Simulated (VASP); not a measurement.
# Ag (Fd-3m) in VASP: notebook

Runs on Ag. Level: PBEsol. Tasks: single point.

Program: VASP 6.6.1. These are calculated values, not measurements. Logs are shortened: lines on timing, memory, paths and dates and some standing lists are left out, and cuts for length are marked.

### 1 The cell of the first run

The structure is cubic, space group Fd-3m (No. 227). Conventional cell: a = 5.830 Å, b = 5.830 Å, c = 5.830 Å, α = 90.00°, β = 90.00°, γ = 90.00°. Ag (site symmetry -43m) has 4 Ag at 2.52 Å within 3.3 Å.

### 2 Single point, PBEsol (volume scaled by 0.9)

Input file INCAR:

```
SYSTEM = Ag
ALGO = Normal
EDIFF = 1E-6
ENCUT = 520
GGA = PS
ISIF = 2
ISMEAR = -1
LASPH = .TRUE.
LCHARG = .TRUE.
LELF = .TRUE.
LREAL = .FALSE.
LVHAR = .TRUE.
LWAVE = .FALSE.
NBANDS = 18
NELM = 100
PREC = Accurate
SIGMA = 0.08
```

Input file KPOINTS:

```
k-points
0
G
  13 13 13
  0 0 0
```

Input file POSCAR:

```
Ag
1.0
    0.0000000000      2.9147996256      2.9147996256
    2.9147996256      0.0000000000      2.9147996256
    2.9147996256      2.9147996256      0.0000000000
Ag
2
Direct
   -0.1250000000     -0.1250000000     -0.1250000000
    0.1250000000      0.1250000000      0.1250000000
```

Potentials or basis: VASP PAW PBE potentials, release 64 (Ag).

Run with:

```console
cat potpaw_PBE.64/Ag/POTCAR > POTCAR
mpirun -np 1 vasp_std > vasp.out
```

OUTCAR:

```text
SYSTEM = Ag
   EDIFF = 1E-6
   ENCUT = 520
   GGA = PS
   ISIF = 2
   ISMEAR = -1
   LASPH = .TRUE.
   LREAL = .FALSE.
   NELM = 100
   PREC = Accurate

 ion  position               nearest neighbor table
   1  0.875  0.875  0.875-   2 2.52   2 2.52   2 2.52   2 2.52
   2  0.125  0.125  0.125-   1 2.52   1 2.52   1 2.52   1 2.52

  LATTYP: Found a face centered cubic cell.
 ALAT       =     5.8295992512

  Lattice vectors:

 A1 = (   0.0000000000,   2.9147996256,   2.9147996256)
 A2 = (   2.9147996256,   0.0000000000,   2.9147996256)
 A3 = (   2.9147996256,   2.9147996256,   0.0000000000)

Analysis of symmetry for initial positions (statically):
=====================================================================
 Subroutine PRICEL returns:
 Original cell was already a primitive cell.

 Routine SETGRP: Setting up the symmetry group for a
 face centered cubic supercell.

 Subroutine GETGRP returns: Found 48 space group operations
 (whereof 12 operations were pure point group operations)
 out of a pool of 48 trial point group operations.

The static configuration has the point symmetry D_3d.
 The point group associated with its full space group is O_h .

Analysis of symmetry for dynamics (positions and initial velocities):
=====================================================================
 Subroutine PRICEL returns:
 Original cell was already a primitive cell.

 Routine SETGRP: Setting up the symmetry group for a
 face centered cubic supercell.

 Subroutine GETGRP returns: Found 48 space group operations
 (whereof 12 operations were pure point group operations)
 out of a pool of 48 trial point group operations.

The dynamic configuration has the point symmetry D_3d.
 The point group associated with its full space group is O_h .

 Subroutine INISYM returns: Found 48 space group operations
 (whereof 12 operations are pure point group operations),
 and found     1 'primitive' translations

----------------------------------------------------------------------------------------

                                     Primitive cell

  volume of cell :      49.5286

  direct lattice vectors                    reciprocal lattice vectors
     0.000000000  2.914799626  2.914799626    -0.171538378  0.171538378  0.171538378
     2.914799626  0.000000000  2.914799626     0.171538378 -0.171538378  0.171538378
     2.914799626  2.914799626  0.000000000     0.171538378  0.171538378 -0.171538378

  length of vectors
     4.122149162  4.122149162  4.122149162     0.297113186  0.297113186  0.297113186

  position of ions in fractional coordinates (direct lattice)
     0.875000000  0.875000000  0.875000000
     0.125000000  0.125000000  0.125000000

  ion indices of the primitive-cell ions
   primitive index   ion index
                 1           1
                 2           2

----------------------------------------------------------------------------------------

 KPOINTS: k-points

Automatic generation of k-mesh.
 Grid dimensions read from file:
 generate k-points for:   13   13   13

 Generating k-lattice:

  Cartesian coordinates                     Fractional coordinates (reciprocal lattice)
    -0.013195260  0.013195260  0.013195260     0.076923077  0.000000000  0.000000000
     0.013195260 -0.013195260  0.013195260     0.000000000  0.076923077  0.000000000
     0.013195260  0.013195260 -0.013195260     0.000000000  0.000000000  0.076923077

  Length of vectors
     0.022854860  0.022854860  0.022854860

  Shift w.r.t. Gamma in fractional coordinates (k-lattice)
     0.000000000  0.000000000  0.000000000

 Subroutine IBZKPT returns following result:
 ===========================================

 Found     84 irreducible k-points:

 Following reciprocal coordinates:
            Coordinates               Weight
  0.000000  0.000000  0.000000      1.000000
  0.076923  0.000000  0.000000      8.000000
  0.153846  0.000000  0.000000      8.000000
  0.230769  0.000000  0.000000      8.000000
  0.307692  0.000000  0.000000      8.000000
  0.384615  0.000000  0.000000      8.000000
[... 16 lines left out ...]
  0.384615  0.153846  0.000000     24.000000
  0.461538  0.153846  0.000000     24.000000
 [... further k-points ...]
   k-points           NKPTS =     84   k-points in BZ     NKDIM =     84   number of bands    NBANDS=     18
   number of dos      NEDOS =    301   number of ions     NIONS =      2
   total plane-waves  NPLWV =  32768
   dimension x,y,z NGX =    32 NGY =   32 NGZ =   32
   dimension x,y,z NGXF=    64 NGYF=   64 NGZF=   64
   ions per type =               2
   NGX,Y,Z   is equivalent  to a cutoff of  12.91, 12.91, 12.91 a.u.
   NGXF,Y,Z  is equivalent  to a cutoff of  25.81, 25.81, 25.81 a.u.
 SYSTEM =  Ag
   PREC   = accura    normal or accurate (medium, high low for compatibility)
   ISTART =      0    job   : 0-new  1-cont  2-samecut
   ICHARG =      2    charge: 1-file 2-atom 10-const
   ISPIN  =      1    spin polarized calculation?
   LNONCOLLINEAR =      F non collinear calculations
   LSORBIT =      F    spin-orbit coupling
   LASPH  =      T    aspherical Exc in radial PAW
   ENCUT  =  520.0 eV  38.22 Ry    6.18 a.u.   7.66  7.66  7.66*2*pi/ulx,y,z
   NELM   =    100;   NELMIN=  2; NELMDL= -5     # of ELM steps
   EDIFF  = 0.1E-05   stopping-criterion for ELM
   LREAL  =      F    real-space projection
   EDIFFG = 0.1E-04   stopping-criterion for IOM
   NSW    =      0    number of steps for IOM
   IBRION =     -1    ionic relax: 0-MD 1-quasi-New 2-CG
   NFREE  =      0    steps in history (QN), initial steepest desc. (CG)
   ISIF   =      2    stress and relaxation
   ISYM   =      2    0-nonsym 1-usesym 2-fastsym
   POTIM  = 0.5000    time-step for ionic-motion
   TEBEG  =    0.0;   TEEND  =   0.0 temperature during run
   PSTRESS=    0.0 pullay stress
   NELECT =      22.0000    total number of electrons
   NUPDOWN=      -1.0000    fix difference up-down
   EMIN   =  10.00;   EMAX   =-10.00  energy-range for DOS
   EFERMI =   0.00;   METHOD = LEGACY
   ISMEAR =    -1;   SIGMA  =   0.08  broadening in eV -4-tet -1-fermi 0-gaus
   EFERMI_NEDOS =   21; number of points for ismear=-14 and -15
   IALGO  =     38    algorithm
   IMIX   =      4    mixing-type and parameters
     AMIX     =   0.40;   BMIX     =  1.00
     AMIX_MAG =   1.60;   BMIX_MAG =  1.00
  volume/ion in A,a.u.               =      24.76       167.12
  Fermi-wavevector in a.u.,A,eV,Ry     =   1.249099  2.360456 21.228483  1.560249
  Thomas-Fermi vector in A             =   2.383156
   LORBIT       =      0    0 simple, 1 ext, 2 COOP (PROOUT), +10 PAW based schemes
   GGA     = PS    functional components
   LHFCALC =     F    Hartree Fock is set to
   AEXX    =    0.0000 exact exchange contribution
   IVDW    =     0    specifies the selected vdW correction
   LEPSILON=     F    determine dielectric tensor
   LRPA    =     F    only Hartree local field effects (RPA)
 non-spin polarized calculation
  energy-cutoff  :      520.00
  volume of cell :       49.53
 maximum number of plane-waves:      1363
   NGX = 15   NGY = 15   NGZ = 15

 number of electron      22.0000002 magnetization

 Free energy of the ion-electron system (eV)
  ---------------------------------------------------
  ext. energy  EPLUGINS =         0.00000000
  ---------------------------------------------------
  free energy    TOTEN  =        -4.56959447 eV

  energy without entropy =       -4.55714054  energy(sigma->0) =       -4.56336750

 E-fermi :   4.0100     XC(G=0): -10.0284

 val. band max:        3.9604570613   @ k =  -0.4615   0.1538   0.0769
 cond. band min:       4.2180396711   @ k =  -0.3077   0.4615   0.2308
 fundamental gap:      0.2575826098
 Fermi energy:         4.0099590065

 k-point     1 :       0.0000    0.0000    0.0000
  band No.  band energies     occupation
      1      -1.5349      2.00000
      2      -1.0552      2.00000
      3      -1.0552      2.00000
      4      -1.0225      2.00000
      5      -1.0225      2.00000
      6      -1.0225      2.00000
[... 10 lines left out ...]
     17      14.4105      0.00000
     18      14.9616      0.00000

 k-point     2 :       0.0769    0.0000    0.0000
  band No.  band energies     occupation
      1      -1.4567      2.00000
      2      -1.1396      2.00000
      3      -1.1396      2.00000
      4      -1.0199      2.00000
      5      -0.9196      2.00000
      6      -0.9196      2.00000
[... 10 lines left out ...]
     17      15.0004      0.00000
     18      15.3453      0.00000

 k-point     3 :       0.1538    0.0000    0.0000
  band No.  band energies     occupation
      1      -1.2516      2.00000
      2      -1.2053      2.00000
      3      -1.2053      2.00000
      4      -0.9953      2.00000
      5      -0.8080      2.00000
      6      -0.8080      2.00000
[... 10 lines left out ...]
     17      15.6457      0.00000
     18      15.6653      0.00000

 k-point     4 :       0.2308    0.0000    0.0000
  band No.  band energies     occupation
      1      -1.2316      2.00000
      2      -1.2316      2.00000
      3      -1.0984      2.00000
      4      -0.8278      2.00000
      5      -0.7336      2.00000
      6      -0.7336      2.00000
[... 375 lines left out ...]
      4      -0.7538      2.00000
      5      -0.5838      2.00000
      6      -0.4458      2.00000
[... 10 lines left out ...]
     17      17.1607      0.00000
     18      17.3979      0.00000

 k-point    23 :       0.3846    0.1538    0.0000
  band No.  band energies     occupation
      1      -1.3938      2.00000
      2      -1.0960      2.00000
      3      -1.0802      2.00000
      4      -0.7091      2.00000
      5      -0.4699      2.00000
      6      -0.4316      2.00000
[... 10 lines left out ...]
     17      16.9559      0.00000
     18      17.0110      0.00000

 k-point    24 :       0.4615    0.1538    0.0000
  band No.  band energies     occupation
      1      -1.3754      2.00000
      2      -1.1271      2.00000
      3      -1.0476      2.00000
      4      -0.6638      2.00000
      5      -0.5086      2.00000
      6      -0.4396      2.00000
[... 10 lines left out ...]
     17      16.5301      0.00000
     18      17.2161      0.00000

 [... further k-points ...]
[... 5 lines left out ...]
  --------------------------------------------------------------------------------------
  -------------------------------------------------------------------------------------
  Total        1.7758698      1.7758698      1.7758698     -0.0000000      0.0000000      0.0000000
  in kB       57.4467680     57.4467680     57.4467680     -0.0000000      0.0000000      0.0000000
  external PRESSURE =      57.4467680 kB  Pullay stress =       0.0000000 kB

 VOLUME and BASIS-vectors are now :
 -----------------------------------------------------------------------------
  energy-cutoff  :      520.00
  volume of cell :       49.53
      direct lattice vectors                 reciprocal lattice vectors
     0.000000000  2.914799626  2.914799626    -0.171538378  0.171538378  0.171538378
     2.914799626  0.000000000  2.914799626     0.171538378 -0.171538378  0.171538378
     2.914799626  2.914799626  0.000000000     0.171538378  0.171538378 -0.171538378

 POSITION                                       TOTAL-FORCE (eV/Angst)
 -----------------------------------------------------------------------------------
      5.10090      5.10090      5.10090         0.000000      0.000000      0.000000
      0.72870      0.72870      0.72870        -0.000000     -0.000000     -0.000000
 -----------------------------------------------------------------------------------
    total drift:                                0.000000      0.000000     -0.000000

  FREE ENERGIE OF THE ION-ELECTRON SYSTEM (eV)
  ---------------------------------------------------
  free  energy   TOTEN  =        -4.5695944668 eV

  energy  without entropy=       -4.5571405417  energy(sigma->0) =       -4.56336750
```

Run time: 70 s. Hardware: 1 thread of Intel Xeon 8259CL, shared host; peak memory 0.21 GiB.

What came out:

* Free energy: -4.5696 eV
* Pressure: 5.7 GPa
* Band gap on the k mesh: zero (band 11 reaches 4.45 eV, above the bottom of band 12 at 3.45 eV)

Levels at points of the mesh, in eV from the Fermi level:
```tsv
k point	band 9	band 10	band 11	band 12	band 13	band 14
(0.00, 0.00, 0.00)	-3.37	-2.53	-2.53	9.84	9.84	9.84
```

Caveat: the cell differs from its parent crystal (volume scaled by 0.9); the PAW data sets were made with another functional, which shifts forces and pressure a little.

### 3 Single point, PBEsol

This run uses another cell than the first one, of 27.52 Å³/atom, 1.111 times its volume.

Input file INCAR:

```
PREC = Accurate ; ENCUT = 520
EDIFF = 1E-7 ; ISMEAR = -1
SIGMA = 0.08 ; LREAL = F
LASPH = T ; NELM = 60
ALGO = Normal ; ISIF = 2
LWAVE = F ; LCHARG = F
GGA = PS ; NBANDS = 18
```

Input file KPOINTS:

```
regular mesh
0
Gamma
  13 13 13
```

Input file POSCAR:

```
Ag
1.0
    0.0000000000      3.0189867150      3.0189867150
    3.0189867150      0.0000000000      3.0189867150
    3.0189867150      3.0189867150      0.0000000000
Ag
2
Direct
   -0.1250000000     -0.1250000000     -0.1250000000
    0.1250000000      0.1250000000      0.1250000000
```

Potentials or basis: VASP PAW PBE potentials, release 64 (Ag).

Run with:

```console
cat potpaw_PBE.64/Ag/POTCAR > POTCAR
mpirun -np 1 vasp_std > vasp.out
```

OUTCAR:

```text
PREC = Accurate
   ENCUT = 520
   EDIFF = 1E-7
   ISMEAR = -1
   LREAL = F
   LASPH = T
   NELM = 60
   ISIF = 2
   GGA = PS

 ion  position               nearest neighbor table
   1  0.875  0.875  0.875-   2 2.61   2 2.61   2 2.61   2 2.61
   2  0.125  0.125  0.125-   1 2.61   1 2.61   1 2.61   1 2.61

  LATTYP: Found a face centered cubic cell.
 ALAT       =     6.0379734300

  Lattice vectors:

 A1 = (   0.0000000000,   3.0189867150,   3.0189867150)
 A2 = (   3.0189867150,   0.0000000000,   3.0189867150)
 A3 = (   3.0189867150,   3.0189867150,   0.0000000000)

Analysis of symmetry for initial positions (statically):
=====================================================================
 Subroutine PRICEL returns:
 Original cell was already a primitive cell.

 Routine SETGRP: Setting up the symmetry group for a
 face centered cubic supercell.

 Subroutine GETGRP returns: Found 48 space group operations
[... 153 lines left out ...]
 maximum number of plane-waves:      1498
   NGX = 15   NGY = 15   NGZ = 15

 number of electron      21.9999990 magnetization

 Free energy of the ion-electron system (eV)
  ---------------------------------------------------
  ext. energy  EPLUGINS =         0.00000000
  ---------------------------------------------------
  free energy    TOTEN  =        -4.65769138 eV

  energy without entropy =       -4.64494937  energy(sigma->0) =       -4.65132038

 E-fermi :   3.0785     XC(G=0):  -9.4891

 val. band max:        3.0692755448   @ k =  -0.4615   0.1538   0.0769
 cond. band min:       3.2143615702   @ k =  -0.3077   0.4615   0.2308
 fundamental gap:      0.1450860253
 Fermi energy:         3.0785158022

 k-point     1 :       0.0000    0.0000    0.0000
  band No.  band energies     occupation
      1      -1.9485      2.00000
      2      -1.5789      2.00000
      3      -1.5789      2.00000
      4      -1.5748      2.00000
      5      -1.5748      2.00000
      6      -1.5748      2.00000
[... 481 lines left out ...]
      5      -1.1249      2.00000
      6      -1.0584      2.00000
[... 10 lines left out ...]
     17      14.8543      0.00000
     18      15.3364      0.00000

 [... further k-points ...]
[... 5 lines left out ...]
  --------------------------------------------------------------------------------------
  -------------------------------------------------------------------------------------
  Total       -0.0323337     -0.0323337     -0.0323337      0.0000000      0.0000000      0.0000000
  in kB       -0.9413513     -0.9413513     -0.9413513      0.0000000      0.0000000      0.0000000
  external PRESSURE =      -0.9413513 kB  Pullay stress =       0.0000000 kB

 VOLUME and BASIS-vectors are now :
 -----------------------------------------------------------------------------
  energy-cutoff  :      520.00
  volume of cell :       55.03
      direct lattice vectors                 reciprocal lattice vectors
     0.000000000  3.018986715  3.018986715    -0.165618483  0.165618483  0.165618483
     3.018986715  0.000000000  3.018986715     0.165618483 -0.165618483  0.165618483
     3.018986715  3.018986715  0.000000000     0.165618483  0.165618483 -0.165618483

 POSITION                                       TOTAL-FORCE (eV/Angst)
 -----------------------------------------------------------------------------------
      5.28323      5.28323      5.28323        -0.000000     -0.000000     -0.000000
      0.75475      0.75475      0.75475         0.000000      0.000000      0.000000
 -----------------------------------------------------------------------------------
    total drift:                                0.000000     -0.000000     -0.000000

  FREE ENERGIE OF THE ION-ELECTRON SYSTEM (eV)
  ---------------------------------------------------
  free  energy   TOTEN  =        -4.6576913796 eV

  energy  without entropy=       -4.6449493744  energy(sigma->0) =       -4.65132038
```

OSZICAR:

```text
N       E                     dE             d eps       ncg     rms          rms(c)
DAV:   1     0.114291432924E+03    0.11429E+03   -0.10867E+04  3024   0.112E+03
DAV:   2    -0.315607769697E+01   -0.11745E+03   -0.11120E+03  3150   0.238E+02
DAV:   3    -0.499871229347E+01   -0.18426E+01   -0.18374E+01  3586   0.340E+01
DAV:   4    -0.500644291906E+01   -0.77306E-02   -0.77298E-02  3402   0.213E+00
DAV:   5    -0.500654861308E+01   -0.10569E-03   -0.10569E-03  3330   0.261E-01    0.539E+00
DAV:   6    -0.466948593817E+01    0.33706E+00   -0.12050E+00  3380   0.101E+01    0.370E+00
DAV:   7    -0.466180722644E+01    0.76787E-02   -0.92665E-03  3178   0.794E-01    0.209E+00
DAV:   8    -0.465767092764E+01    0.41363E-02   -0.74685E-04  3320   0.212E-01    0.217E-02
DAV:   9    -0.465768550069E+01   -0.14573E-04   -0.19723E-05  3460   0.304E-02    0.125E-02
DAV:  10    -0.465769131946E+01   -0.58188E-05   -0.33505E-06  3434   0.144E-02    0.103E-03
DAV:  11    -0.465769137956E+01   -0.60094E-07   -0.41629E-08  2748   0.152E-03
   1 F= -.46576914E+01 E0= -.46513204E+01  d E =-.127420E-01
```

Wall time 79 s (1 thread of Intel Xeon 8259CL, shared host); peak memory 0.21 GiB.

Results:

```yaml
Free_energy: -4.6577 eV
Pressure: -0.1 GPa
Band_gap_on_the_k_mesh: zero (band 11 reaches 3.41 eV, above the bottom of band 12 at 2.56 eV)
```

Caveat: the PAW data sets were made with another functional, which shifts forces and pressure a little.

### 4 Single point, PBEsol

This run uses another cell than the first one, of 27.52 Å³/atom, 1.111 times its volume.

Input file INCAR:

```
SYSTEM = Ag
PREC = Accurate
ENCUT = 520
EDIFF = 1E-6
ISMEAR = -1
SIGMA = 0.08
LREAL = .FALSE.
LASPH = .TRUE.
NELM = 80
ALGO = Normal
ISIF = 2
LWAVE = .FALSE.
LCHARG = .FALSE.
GGA = PS
NBANDS = 18
```

Input file KPOINTS:

```
Automatic mesh
0
G
  13 13 13
  0 0 0
```

POSCAR is that of step 3.

Run with:

```console
cat potpaw_PBE.64/Ag/POTCAR > POTCAR
mpirun -np 1 vasp_std > vasp.out
```

It took 71 s on 1 thread of Intel Xeon 8259CL, shared host; peak memory 0.22 GiB.

It converged, with:

```
Free energy            : -4.6577 eV
Pressure               : -0.1 GPa
Band gap on the k mesh : zero (band 11 reaches 3.41 eV, above the bottom of band 12 at 2.56 eV)
```

Levels at points of the mesh, in eV from the Fermi level:
| k point | band 8 | band 9 | band 10 | band 11 | band 12 | band 13 | band 14 | band 15 |
| --- | --- | --- | --- | --- | --- | --- | --- | --- |
| (0.00, 0.00, 0.00) | -3.22 | -3.22 | -2.55 | -2.55 | 9.07 | 9.07 | 9.07 | 9.73 |

Caveat: the PAW data sets were made with another functional, which shifts forces and pressure a little.
